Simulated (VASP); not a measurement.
# TlCl (Pm-3m) in VASP: a series of runs, part 2 of 2

VASP 6.6.1. Earlier steps stand in the parts before.

### 3 Single point, r2SCAN (volume changed by +6%)

Contents of POSCAR:

```
TlCl
1.0
    3.9141158371      0.0000000000      0.0000000000
    0.0000000000      3.9141158371      0.0000000000
    0.0000000000      0.0000000000      3.9141158371
Tl Cl
1 1
Direct
    0.0000000000      0.0000000000      0.0000000000
    0.5000000000      0.5000000000      0.5000000000
```

Contents of INCAR.step1:

```
SYSTEM = TlCl
PREC     = Accurate       ! precision mode
ENCUT    = 550            ! plane-wave cutoff, eV
ISMEAR   = 0              ! smearing method
SIGMA    = 0.01           ! smearing width, eV
LREAL    = .FALSE.        ! projectors in reciprocal space
LASPH    = .TRUE.         ! aspherical terms in the spheres
NELM     = 120            ! most SCF steps
NBANDS   = 17             ! bands
GGA      = PE             ! functional
ALGO     = Normal         ! electronic algorithm
EDIFF    = 1E-5           ! SCF threshold, eV
LWAVE    = .TRUE.         ! write WAVECAR
LCHARG   = .FALSE.        ! write CHGCAR
GGA_COMPAT= .FALSE.
```

Contents of INCAR.step2:

```
SYSTEM = TlCl
PREC     = Accurate       ! precision mode
ENCUT    = 550            ! plane-wave cutoff, eV
EDIFF    = 1E-6           ! SCF threshold, eV
ISMEAR   = 0              ! smearing method
SIGMA    = 0.01           ! smearing width, eV
LREAL    = .FALSE.        ! projectors in reciprocal space
LASPH    = .TRUE.         ! aspherical terms in the spheres
NELM     = 120            ! most SCF steps
ALGO     = Normal         ! electronic algorithm
ISIF     = 2              ! what is computed and relaxed
LWAVE    = .FALSE.        ! write WAVECAR
LCHARG   = .FALSE.        ! write CHGCAR
METAGGA  = R2SCAN         ! meta-GGA
LMIXTAU  = .TRUE.       
NBANDS   = 17             ! bands
ISTART   = 1            
GGA_COMPAT= .FALSE.
```

Contents of KPOINTS:

```
regular mesh
0
G
  6 6 6
  0 0 0
```

Potentials or basis: VASP PAW PBE potentials, release 64 (Tl_d, Cl).

On the command line:

```sh
> cat potpaw_PBE.64/Tl_d/POTCAR potpaw_PBE.64/Cl/POTCAR > POTCAR
> cp INCAR.step1 INCAR
> mpirun -np 1 vasp_std > vasp.out
> cp INCAR.step2 INCAR
> mpirun -np 1 vasp_std > vasp.out
```

OUTCAR:

```text
SYSTEM = TlCl
   PREC = Accurate
   ENCUT = 550
   EDIFF = 1E-6
   ISMEAR = 0
   LREAL = .FALSE.
   LASPH = .TRUE.
   NELM = 120
   ISIF = 2
   METAGGA = R2SCAN
   ISTART = 1

 ion  position               nearest neighbor table
   1  0.000  0.000  0.000-   2 3.39   2 3.39   2 3.39   2 3.39   2 3.39   2 3.39   2 3.39   2 3.39

   2  0.500  0.500  0.500-   1 3.39   1 3.39   1 3.39   1 3.39   1 3.39   1 3.39   1 3.39   1 3.39

  LATTYP: Found a simple cubic cell.
 ALAT       =     3.9141158371

  Lattice vectors:

 A1 = (   3.9141158371,   0.0000000000,   0.0000000000)
 A2 = (   0.0000000000,   3.9141158371,   0.0000000000)
 A3 = (   0.0000000000,   0.0000000000,   3.9141158371)

Analysis of symmetry for initial positions (statically):
=====================================================================
 Subroutine PRICEL returns:
 Original cell was already a primitive cell.

 Routine SETGRP: Setting up the symmetry group for a
 simple cubic supercell.

 Subroutine GETGRP returns: Found 48 space group operations
 (whereof 48 operations were pure point group operations)
 out of a pool of 48 trial point group operations.

The static configuration has the point symmetry O_h .

Analysis of symmetry for dynamics (positions and initial velocities):
=====================================================================
 Subroutine PRICEL returns:
 Original cell was already a primitive cell.

 Routine SETGRP: Setting up the symmetry group for a
 simple cubic supercell.

 Subroutine GETGRP returns: Found 48 space group operations
 (whereof 48 operations were pure point group operations)
 out of a pool of 48 trial point group operations.

The dynamic configuration has the point symmetry O_h .

 Subroutine INISYM returns: Found 48 space group operations
 (whereof 48 operations are pure point group operations),
 and found     1 'primitive' translations

[... 105 lines left out ...]
   EFERMI_NEDOS =   21; number of points for ismear=-14 and -15
   IALGO  =     38    algorithm
   IMIX   =      4    mixing-type and parameters
     AMIX     =   0.40;   BMIX     =  1.00
     AMIX_MAG =   1.60;   BMIX_MAG =  1.00
  volume/ion in A,a.u.               =      29.98       202.33
  Fermi-wavevector in a.u.,A,eV,Ry     =   1.135319  2.145441 17.537212  1.288949
  Thomas-Fermi vector in A             =   2.272023
   LORBIT       =      0    0 simple, 1 ext, 2 COOP (PROOUT), +10 PAW based schemes
   METAGGA = R2SCAN    functional components
   LHFCALC =     F    Hartree Fock is set to
   AEXX    =    0.0000 exact exchange contribution
   IVDW    =     0    specifies the selected vdW correction
   LEPSILON=     F    determine dielectric tensor
   LRPA    =     F    only Hartree local field effects (RPA)
 non-spin polarized calculation
 Gauss-broadening in eV      SIGMA  =   0.01
  energy-cutoff  :      550.00
  volume of cell :       59.97
 maximum number of plane-waves:      1791
 NGX is ok and might be reduce to    30
   NGX = 15   NGY = 15   NGZ = 15

 number of electron      19.9999992 magnetization

 Free energy of the ion-electron system (eV)
  ---------------------------------------------------
  ext. energy  EPLUGINS =         0.00000000
  ---------------------------------------------------
  free energy    TOTEN  =       -61.53367380 eV

  energy without entropy =      -61.53367380  energy(sigma->0) =      -61.53367380

 E-fermi :   1.8134     XC(G=0):  -9.3148

 val. band max:        1.7351780304   @ k =   0.5000   0.0000   0.0000
 cond. band min:       4.3837005280   @ k =   0.5000   0.0000   0.0000
 fundamental gap:      2.6485224976
 Fermi energy:         1.8133863223

 k-point     1 :       0.0000    0.0000    0.0000
  band No.  band energies     occupation
      1     -12.2938      2.00000
      2      -8.4174      2.00000
      3      -8.4174      2.00000
      4      -8.2065      2.00000
      5      -8.2065      2.00000
      6      -8.2065      2.00000
[... 377 lines left out ...]
      4      -8.3477      2.00000
      5      -8.1562      2.00000
      6      -8.1562      2.00000
[... 9 lines left out ...]
     16      15.1139      0.00000
     17      19.3362      0.00000

------------------------ aborting loop because EDIFF is reached ----------------------------------------

  FORCE on cell =-STRESS in cart. coord.  units (eV):
  Direction    XX          YY          ZZ          XY          YZ          ZX
  --------------------------------------------------------------------------------------
  -------------------------------------------------------------------------------------
  Total       -0.5497903     -0.5497903     -0.5497903     -0.0000000      0.0000000      0.0000000
  in kB      -14.6894860    -14.6894860    -14.6894860     -0.0000000      0.0000000      0.0000000
  external PRESSURE =     -14.6894860 kB  Pullay stress =       0.0000000 kB

 VOLUME and BASIS-vectors are now :
 -----------------------------------------------------------------------------
  energy-cutoff  :      550.00
  volume of cell :       59.97
      direct lattice vectors                 reciprocal lattice vectors
     3.914115837  0.000000000  0.000000000     0.255485540  0.000000000  0.000000000
     0.000000000  3.914115837  0.000000000     0.000000000  0.255485540  0.000000000
     0.000000000  0.000000000  3.914115837     0.000000000  0.000000000  0.255485540

 POSITION                                       TOTAL-FORCE (eV/Angst)
 -----------------------------------------------------------------------------------
      0.00000      0.00000      0.00000         0.000000      0.000000      0.000000
      1.95706      1.95706      1.95706         0.000000      0.000000      0.000000
 -----------------------------------------------------------------------------------
    total drift:                                0.000000      0.000000     -0.000000

  FREE ENERGIE OF THE ION-ELECTRON SYSTEM (eV)
  ---------------------------------------------------
  free  energy   TOTEN  =       -61.5336737953 eV

  energy  without entropy=      -61.5336737953  energy(sigma->0) =      -61.53367380
```

Run time: 2.4 min. Hardware: 1 thread of Intel Xeon 8259CL, shared host; peak memory 0.18 GiB.

What came out:

* Free energy: -61.5337 eV
* Pressure: -1.5 GPa
* Band gap on the k mesh: 2.65 eV, direct

Levels at points of the mesh, in eV from the valence-band top:
| k point | band 8 | band 9 | band 10 | band 11 | band 12 | band 13 |
| --- | --- | --- | --- | --- | --- | --- |
| (0.00, 0.00, 0.00) | -1.31 | -1.31 | -1.31 | 8.11 | 8.11 | 8.11 |
| (0.50, 0.00, 0.00) | -0.94 | -0.94 | 0.00 | 2.65 | 7.03 | 7.03 |
| (0.50, 0.50, 0.00) | -2.63 | -2.63 | -0.89 | 5.24 | 5.24 | 8.72 |
| (0.50, 0.50, 0.50) | -1.80 | -1.80 | -1.80 | 3.14 | 3.14 | 3.14 |

Caveat: the PAW data sets were made with another functional, which shifts forces and pressure a little; spin-orbit coupling is left out, which moves the levels of the heavy elements. A k mesh can miss the band edges.
